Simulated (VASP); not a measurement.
# AlCo (Pm-3m) in VASP: notebook

AlCo is run at these levels: r2SCAN; tasks: single point.

All numbers are computed with VASP 6.6.1; they aren't measurements. Logs are shortened: lines on timing, memory, paths and dates and some standing lists are left out, and cuts for length are marked.

## (1) The cell of the first run

The structure is cubic, space group Pm-3m (No. 221). The conventional cell has a = 2.819 Å, b = 2.819 Å, c = 2.819 Å, α = 90.00°, β = 90.00°, γ = 90.00°. Within 3.2 Å of Al (site symmetry m-3m) lie 8 Co at 2.44 Å and 6 Al at 2.82 Å. Co (site symmetry m-3m) has 8 Al at 2.44 Å and 6 Co at 2.82 Å within 3.2 Å.

## (2) Single point, r2SCAN, collinear spin, ferromagnetic start

Contents of POSCAR:

```
AlCo
1.0
    2.8194032100      0.0000000000      0.0000000000
    0.0000000000      2.8194032100      0.0000000000
    0.0000000000      0.0000000000      2.8194032100
Al Co
1 1
Direct
    0.0000000000      0.0000000000      0.0000000000
    0.5000000000      0.5000000000      0.5000000000
```

Contents of INCAR.step1:

```
  PREC = Accurate
  ENCUT = 520
  ISMEAR = 0
  SIGMA = 0.1
  LREAL = False
  LASPH = True
  NELM = 150
  ISPIN = 2
  MAGMOM = 0 3
  LMAXMIX = 4
  NBANDS = 17
  GGA = PE
  ALGO = Normal
  EDIFF = 1E-4
  LWAVE = True
  LCHARG = False
```

Contents of INCAR.step2:

```
  PREC = Accurate
  ENCUT = 520
  EDIFF = 1E-7
  ISMEAR = 0
  SIGMA = 0.1
  LREAL = False
  LASPH = True
  NELM = 150
  ALGO = Normal
  ISIF = 2
  LWAVE = False
  LCHARG = False
  ISPIN = 2
  MAGMOM = 0 3
  LORBIT = 11
  LMAXMIX = 4
  METAGGA = R2SCAN
  LMIXTAU = True
  NBANDS = 17
  ISTART = 1
```

Contents of KPOINTS:

```
Automatic mesh
0
Gamma
  6 6 6
```

Potentials or basis: VASP PAW PBE potentials, release 64 (Al, Co).

Command:

```bash
> cat potpaw_PBE.64/Al/POTCAR potpaw_PBE.64/Co/POTCAR > POTCAR
> cp INCAR.step1 INCAR
> mpirun -np 1 vasp_std > vasp.out
> cp INCAR.step2 INCAR
> mpirun -np 1 vasp_std > vasp.out
```

OUTCAR:

```text
PREC = Accurate
   ENCUT = 520
   EDIFF = 1E-7
   ISMEAR = 0
   LREAL = False
   LASPH = True
   NELM = 150
   ISIF = 2
   ISPIN = 2
   LORBIT = 11
   METAGGA = R2SCAN
   ISTART = 1

 ion  position               nearest neighbor table
   1  0.000  0.000  0.000-   2 2.44   2 2.44   2 2.44   2 2.44   2 2.44   2 2.44   2 2.44   2 2.44

   2  0.500  0.500  0.500-   1 2.44   1 2.44   1 2.44   1 2.44   1 2.44   1 2.44   1 2.44   1 2.44

  LATTYP: Found a simple cubic cell.
 ALAT       =     2.8194032100

  Lattice vectors:

 A1 = (   2.8194032100,   0.0000000000,   0.0000000000)
 A2 = (   0.0000000000,   2.8194032100,   0.0000000000)
 A3 = (   0.0000000000,   0.0000000000,   2.8194032100)

Analysis of symmetry for initial positions (statically):
=====================================================================
 Subroutine PRICEL returns:
 Original cell was already a primitive cell.

 Routine SETGRP: Setting up the symmetry group for a
 simple cubic supercell.

 Subroutine GETGRP returns: Found 48 space group operations
 (whereof 48 operations were pure point group operations)
 out of a pool of 48 trial point group operations.

The static configuration has the point symmetry O_h .

Analysis of symmetry for dynamics (positions and initial velocities):
=====================================================================
 Subroutine PRICEL returns:
 Original cell was already a primitive cell.

 Routine SETGRP: Setting up the symmetry group for a
 simple cubic supercell.

 Subroutine GETGRP returns: Found 48 space group operations
 (whereof 48 operations were pure point group operations)
 out of a pool of 48 trial point group operations.

The dynamic configuration has the point symmetry O_h .

Analysis of structural, dynamic, and magnetic symmetry:
=====================================================================
 Subroutine PRICEL returns:
 Original cell was already a primitive cell.

 Routine SETGRP: Setting up the symmetry group for a
 simple cubic supercell.

 Subroutine GETGRP returns: Found 48 space group operations
 (whereof 48 operations were pure point group operations)
 out of a pool of 48 trial point group operations.

The overall configuration has the point symmetry O_h .

 Subroutine INISYM returns: Found 48 space group operations
 (whereof 48 operations are pure point group operations),
 and found     1 'primitive' translations

----------------------------------------------------------------------------------------

                                     Primitive cell

  volume of cell :      22.4115

  direct lattice vectors                    reciprocal lattice vectors
     2.819403210  0.000000000  0.000000000     0.354684990  0.000000000  0.000000000
     0.000000000  2.819403210  0.000000000     0.000000000  0.354684990  0.000000000
     0.000000000  0.000000000  2.819403210     0.000000000  0.000000000  0.354684990

  length of vectors
     2.819403210  2.819403210  2.819403210     0.354684990  0.354684990  0.354684990

  position of ions in fractional coordinates (direct lattice)
     0.000000000  0.000000000  0.000000000
     0.500000000  0.500000000  0.500000000

  ion indices of the primitive-cell ions
   primitive index   ion index
                 1           1
                 2           2

----------------------------------------------------------------------------------------

 KPOINTS: Automatic mesh

Automatic generation of k-mesh.
 Grid dimensions read from file:
 generate k-points for:    6    6    6

 Generating k-lattice:

  Cartesian coordinates                     Fractional coordinates (reciprocal lattice)
     0.059114165  0.000000000  0.000000000     0.166666667  0.000000000  0.000000000
     0.000000000  0.059114165  0.000000000     0.000000000  0.166666667  0.000000000
     0.000000000  0.000000000  0.059114165     0.000000000  0.000000000  0.166666667

  Length of vectors
     0.059114165  0.059114165  0.059114165

  Shift w.r.t. Gamma in fractional coordinates (k-lattice)
     0.000000000  0.000000000  0.000000000

 Subroutine IBZKPT returns following result:
 ===========================================

 Found     20 irreducible k-points:

 Following reciprocal coordinates:
            Coordinates               Weight
  0.000000  0.000000  0.000000      1.000000
  0.166667  0.000000  0.000000      6.000000
  0.333333  0.000000  0.000000      6.000000
  0.500000  0.000000  0.000000      3.000000
  0.166667  0.166667  0.000000     12.000000
  0.333333  0.166667  0.000000     24.000000
[... 12 lines left out ...]
  0.500000  0.500000  0.333333      6.000000
  0.500000  0.500000  0.500000      1.000000
   k-points           NKPTS =     20   k-points in BZ     NKDIM =     20   number of bands    NBANDS=     17
   number of dos      NEDOS =    301   number of ions     NIONS =      2
   total plane-waves  NPLWV =  13824
   dimension x,y,z NGX =    24 NGY =   24 NGZ =   24
   dimension x,y,z NGXF=    48 NGYF=   48 NGZF=   48
   ions per type =               1   1
   NGX,Y,Z   is equivalent  to a cutoff of  14.15, 14.15, 14.15 a.u.
   NGXF,Y,Z  is equivalent  to a cutoff of  28.30, 28.30, 28.30 a.u.
 SYSTEM =  unknown system
   PREC   = accura    normal or accurate (medium, high low for compatibility)
   ISTART =      1    job   : 0-new  1-cont  2-samecut
   ICHARG =      0    charge: 1-file 2-atom 10-const
   ISPIN  =      2    spin polarized calculation?
   LNONCOLLINEAR =      F non collinear calculations
   LSORBIT =      F    spin-orbit coupling
   LASPH  =      T    aspherical Exc in radial PAW
   ENCUT  =  520.0 eV  38.22 Ry    6.18 a.u.   5.24  5.24  5.24*2*pi/ulx,y,z
   NELM   =    150;   NELMIN=  2; NELMDL=  0     # of ELM steps
   EDIFF  = 0.1E-06   stopping-criterion for ELM
   LREAL  =      F    real-space projection
   EDIFFG = 0.1E-05   stopping-criterion for IOM
   NSW    =      0    number of steps for IOM
   IBRION =     -1    ionic relax: 0-MD 1-quasi-New 2-CG
   NFREE  =      0    steps in history (QN), initial steepest desc. (CG)
   ISIF   =      2    stress and relaxation
   ISYM   =      2    0-nonsym 1-usesym 2-fastsym
   POTIM  = 0.5000    time-step for ionic-motion
   TEBEG  =    0.0;   TEEND  =   0.0 temperature during run
   PSTRESS=    0.0 pullay stress
   NELECT =      12.0000    total number of electrons
   NUPDOWN=      -1.0000    fix difference up-down
   EMIN   =  10.00;   EMAX   =-10.00  energy-range for DOS
   EFERMI =   0.00;   METHOD = LEGACY
   ISMEAR =     0;   SIGMA  =   0.10  broadening in eV -4-tet -1-fermi 0-gaus
   EFERMI_NEDOS =   21; number of points for ismear=-14 and -15
   IALGO  =     38    algorithm
   IMIX   =      4    mixing-type and parameters
     AMIX     =   0.40;   BMIX     =  1.00
     AMIX_MAG =   1.60;   BMIX_MAG =  1.00
  volume/ion in A,a.u.               =      11.21        75.62
  Fermi-wavevector in a.u.,A,eV,Ry     =   1.329366  2.512138 24.044423  1.767215
  Thomas-Fermi vector in A             =   2.458534
   LORBIT       =     11    0 simple, 1 ext, 2 COOP (PROOUT), +10 PAW based schemes
   METAGGA = R2SCAN    functional components
   LHFCALC =     F    Hartree Fock is set to
   AEXX    =    0.0000 exact exchange contribution
   IVDW    =     0    specifies the selected vdW correction
   LEPSILON=     F    determine dielectric tensor
   LRPA    =     F    only Hartree local field effects (RPA)
 spin polarized calculation
 Gauss-broadening in eV      SIGMA  =   0.10
  energy-cutoff  :      520.00
  volume of cell :       22.41
 maximum number of plane-waves:       624
 NGX is ok and might be reduce to    24
   NGX = 11   NGY = 11   NGZ = 11

 number of electron      11.9999996 magnetization       0.2500041

 Free energy of the ion-electron system (eV)
  ---------------------------------------------------
  ext. energy  EPLUGINS =         0.00000000
  ---------------------------------------------------
  free energy    TOTEN  =       -21.08971998 eV

  energy without entropy =      -21.08307924  energy(sigma->0) =      -21.08639961

 E-fermi :  10.7754     XC(G=0): -13.4245

 val. band max:       10.7723884246   @ k =   0.5000   0.3333   0.1667
 cond. band min:      10.7864956869   @ k =   0.5000   0.0000   0.0000
 fundamental gap:      0.0141072623
 Fermi energy:        10.7753999370

 spin component 1

 k-point     1 :       0.0000    0.0000    0.0000
  band No.  band energies     occupation
      1      -0.9255      1.00000
      2       7.4358      1.00000
      3       7.4359      1.00000
      4       9.7655      1.00000
      5       9.7655      1.00000
      6       9.7655      1.00000
[... 9 lines left out ...]
     16      36.1133      0.00000
     17      36.1133      0.00000

 k-point     2 :       0.1667    0.0000    0.0000
  band No.  band energies     occupation
      1      -0.3628      1.00000
      2       7.3506      1.00000
      3       7.5825      1.00000
      4       9.5057      1.00000
      5       9.5058      1.00000
      6       9.7945      1.00000
[... 9 lines left out ...]
     16      34.0504      0.00000
     17      35.2624      0.00000

 k-point     3 :       0.3333    0.0000    0.0000
  band No.  band energies     occupation
      1       1.2656      1.00000
      2       6.2906      1.00000
      3       7.8945      1.00000
      4       9.0544      1.00000
      5       9.0544      1.00000
      6       9.8529      1.00000
[... 312 lines left out ...]
 k-point    19 :       0.5000    0.5000    0.3333
  band No.  band energies     occupation
      1       6.1499      1.00000
      2       6.7224      1.00000
      3       6.7224      1.00000
      4       9.3752      1.00000
      5      10.3204      1.00000
      6      11.9264      0.00000
[... 9 lines left out ...]
     16      40.8397      0.00000
     17      40.8397      0.00000

 k-point    20 :       0.5000    0.5000    0.5000
  band No.  band energies     occupation
      1       6.5055      1.00000
      2       6.5055      1.00000
      3       6.5055      1.00000
      4      10.3301      1.00000
      5      10.3301      1.00000
      6      13.3800      0.00000
[... 9 lines left out ...]
     16      45.3335      0.00000
     17      45.3335      0.00000
 Fermi energy:        10.7753999370

 spin component 2

 k-point     1 :       0.0000    0.0000    0.0000
  band No.  band energies     occupation
      1      -1.0814      1.00000
      2       8.0679      1.00000
      3       8.0680      1.00000
      4       9.9696      1.00000
      5       9.9696      1.00000
      6       9.9696      1.00000
[... 9 lines left out ...]
     16      36.0565      0.00000
     17      36.0565      0.00000

 k-point     2 :       0.1667    0.0000    0.0000
  band No.  band energies     occupation
      1      -0.5165      1.00000
      2       7.8712      1.00000
      3       8.2402      1.00000
      4       9.6962      1.00000
      5       9.6963      1.00000
      6       9.9997      1.00000
[... 9 lines left out ...]
     16      34.0279      0.00000
     17      35.3106      0.00000

 k-point     3 :       0.3333    0.0000    0.0000
  band No.  band energies     occupation
      1       1.1217      1.00000
      2       6.4001      1.00000
      3       8.6120      1.00000
      4       9.2256      1.00000
      5       9.2257      1.00000
      6      10.0605      1.00000
[... 312 lines left out ...]
 k-point    19 :       0.5000    0.5000    0.3333
  band No.  band energies     occupation
      1       6.1883      1.00000
      2       6.7615      1.00000
      3       6.7615      1.00000
      4      10.0414      1.00000
      5      11.3367      0.00000
      6      11.8670      0.00000
[... 9 lines left out ...]
     16      40.8448      0.00000
     17      40.8448      0.00000

 k-point    20 :       0.5000    0.5000    0.5000
  band No.  band energies     occupation
      1       6.5601      1.00000
      2       6.5601      1.00000
      3       6.5601      1.00000
      4      11.3474      0.00000
      5      11.3474      0.00000
      6      13.2228      0.00000
[... 9 lines left out ...]
     16      45.4071      0.00000
     17      45.4071      0.00000

------------------------ aborting loop because EDIFF is reached ----------------------------------------

  FORCE on cell =-STRESS in cart. coord.  units (eV):
  Direction    XX          YY          ZZ          XY          YZ          ZX
  --------------------------------------------------------------------------------------
  -------------------------------------------------------------------------------------
  Total        0.2187281      0.2187281      0.2187281      0.0000000     -0.0000000      0.0000000
  in kB       15.6366462     15.6366462     15.6366462      0.0000000     -0.0000000      0.0000000
  external PRESSURE =      15.6366462 kB  Pullay stress =       0.0000000 kB

 VOLUME and BASIS-vectors are now :
 -----------------------------------------------------------------------------
  energy-cutoff  :      520.00
  volume of cell :       22.41
      direct lattice vectors                 reciprocal lattice vectors
     2.819403210  0.000000000  0.000000000     0.354684990  0.000000000  0.000000000
     0.000000000  2.819403210  0.000000000     0.000000000  0.354684990  0.000000000
     0.000000000  0.000000000  2.819403210     0.000000000  0.000000000  0.354684990

 POSITION                                       TOTAL-FORCE (eV/Angst)
 -----------------------------------------------------------------------------------
      0.00000      0.00000      0.00000         0.000000      0.000000      0.000000
      1.40970      1.40970      1.40970         0.000000      0.000000      0.000000
 -----------------------------------------------------------------------------------
    total drift:                                0.000000     -0.000000     -0.000000

  FREE ENERGIE OF THE ION-ELECTRON SYSTEM (eV)
  ---------------------------------------------------
  free  energy   TOTEN  =       -21.0897199812 eV

  energy  without entropy=      -21.0830792383  energy(sigma->0) =      -21.08639961

 total charge

# of ion       s       p       d       tot
------------------------------------------
    1        0.396   0.458   0.000   0.854
    2        0.471   0.566   7.520   8.557
--------------------------------------------------
tot          0.867   1.024   7.520   9.411

 magnetization (x)

# of ion       s       p       d       tot
------------------------------------------
    1       -0.002  -0.010   0.000  -0.013
    2       -0.002  -0.021   0.358   0.335
--------------------------------------------------
tot         -0.004  -0.031   0.358   0.323
```

It took 46 s on 1 thread of Intel Xeon Platinum 8375C at 2.90GHz (Ice Lake), shared host; peak memory 0.16 GiB.

What came out:

```
Free energy                                           : -21.0897 eV
Pressure                                              : 1.6 GPa
Net moment                                            : 0.25 μB per cell
Site moments                                          : Al -0.01; Co +0.34 μB
Valence electrons inside the program's atomic spheres : Al 0.85; Co 8.56
```

Levels at points of the mesh, in eV from the Fermi level:
Spin up:
```tsv
k point	band 4	band 5	band 6	band 7	band 8	band 9
(0.00, 0.00, 0.00)	-1.01	-1.01	-1.01	6.69	6.69	6.69
(0.50, 0.00, 0.00)	-1.92	-1.92	-0.89	0.01	8.95	11.48
(0.50, 0.50, 0.00)	-2.78	-1.72	-1.72	-0.48	2.61	3.91
(0.50, 0.50, 0.50)	-0.45	-0.45	2.60	2.60	2.60	5.37
```
Spin down:
```csv
k point,band 2,band 3,band 4,band 5,band 6,band 7,band 8,band 9,band 10,band 11
"(0.00, 0.00, 0.00)",-2.71,-2.71,-0.81,-0.81,-0.81,6.62,6.62,6.62,9.43,9.43
"(0.50, 0.00, 0.00)",-7.10,-1.96,-1.76,-1.76,-0.68,0.93,8.89,11.44,11.44,12.84
"(0.50, 0.50, 0.00)",-2.94,-2.93,-2.93,-1.54,-1.54,0.53,3.07,4.03,14.26,16.93
"(0.50, 0.50, 0.50)",-4.22,-4.22,0.57,0.57,2.45,2.45,2.45,5.30,5.82,5.82
```

Caveat: the k points lie up to 0.37 Å⁻¹ apart; the PAW data sets were made with another functional, which shifts forces and pressure a little.

## (3) Single point, r2SCAN, collinear spin, ferromagnetic start (volume scaled by 0.94)

Contents of POSCAR:

```
AlCo
1.0
    2.7664057982      0.0000000000      0.0000000000
    0.0000000000      2.7664057982      0.0000000000
    0.0000000000      0.0000000000      2.7664057982
Al Co
1 1
Direct
    0.0000000000      0.0000000000      0.0000000000
    0.5000000000      0.5000000000      0.5000000000
```

Contents of INCAR.step1:

```
ALGO = Normal ; EDIFF = 1E-4
ENCUT = 520 ; GGA = PE
ISMEAR = 0 ; ISPIN = 2
LASPH = True ; LCHARG = False
LMAXMIX = 4 ; LREAL = False
LWAVE = True ; MAGMOM = 0 0.16
NBANDS = 17 ; NELM = 150
PREC = Accurate ; SIGMA = 0.1
```

Contents of INCAR.step2:

```
ALGO = Normal ; EDIFF = 1E-7
ENCUT = 520 ; ISIF = 2
ISMEAR = 0 ; ISPIN = 2
ISTART = 1 ; LASPH = True
LCHARG = True ; LELF = True
LMAXMIX = 4 ; LMIXTAU = True
LORBIT = 11 ; LREAL = False
LVHAR = True ; LWAVE = False
MAGMOM = 0 0.16 ; METAGGA = R2SCAN
NBANDS = 17 ; NELM = 150
PREC = Accurate ; SIGMA = 0.1
```

Contents of KPOINTS:

```
k-points
0
Gamma
  14 14 14
```

Potentials or basis: VASP PAW PBE potentials, release 64 (Al, Co).

Command:

```bash
> cat potpaw_PBE.64/Al/POTCAR potpaw_PBE.64/Co/POTCAR > POTCAR
> cp INCAR.step1 INCAR
> mpirun -np 1 vasp_std > vasp.out
> cp INCAR.step2 INCAR
> mpirun -np 1 vasp_std > vasp.out
```

Run time: 3.1 min. Hardware: 1 thread of Intel Xeon Platinum 8375C at 2.90GHz (Ice Lake), shared host; peak memory 0.2 GiB.

Results (log left out):

| Item | Value |
| --- | --- |
| Free energy | -21.0292 eV |
| Pressure | 13.4 GPa |
| Band gap on the k mesh | zero (filled and empty bands overlap) |
| Net moment | 0.00 μB per cell |
| Valence electrons inside the program's atomic spheres | Al 0.89; Co 8.68 |

Levels at points of the mesh, in eV from the Fermi level:
Spin up:
```tsv
k point	band 3	band 4	band 5	band 6	band 7	band 8	band 9	band 10
(0.00, 0.00, 0.00)	-3.53	-1.22	-1.22	-1.22	6.79	6.79	6.79	9.36
(0.50, 0.00, 0.00)	-2.79	-2.22	-2.22	-1.09	0.28	8.80	11.61	11.61
(0.50, 0.50, 0.00)	-3.17	-3.17	-2.01	-2.01	-0.23	2.80	4.11	14.83
(0.50, 0.50, 0.50)	-4.75	-0.18	-0.18	2.33	2.33	2.33	5.74	5.91
```
Spin down:
```
           k point  band 3  band 4  band 5  band 6  band 7  band 8  band 9  band 10
(0.00, 0.00, 0.00)   -3.53   -1.22   -1.22   -1.22    6.79    6.79    6.79     9.36
(0.50, 0.00, 0.00)   -2.79   -2.22   -2.22   -1.09    0.28    8.80   11.61    11.61
(0.50, 0.50, 0.00)   -3.17   -3.17   -2.01   -2.01   -0.23    2.80    4.11    14.83
(0.50, 0.50, 0.50)   -4.75   -0.18   -0.18    2.33    2.33    2.33    5.74     5.91
```

Caveat: the PAW data sets were made with another functional, which shifts forces and pressure a little.

[end of part 1 of 2]
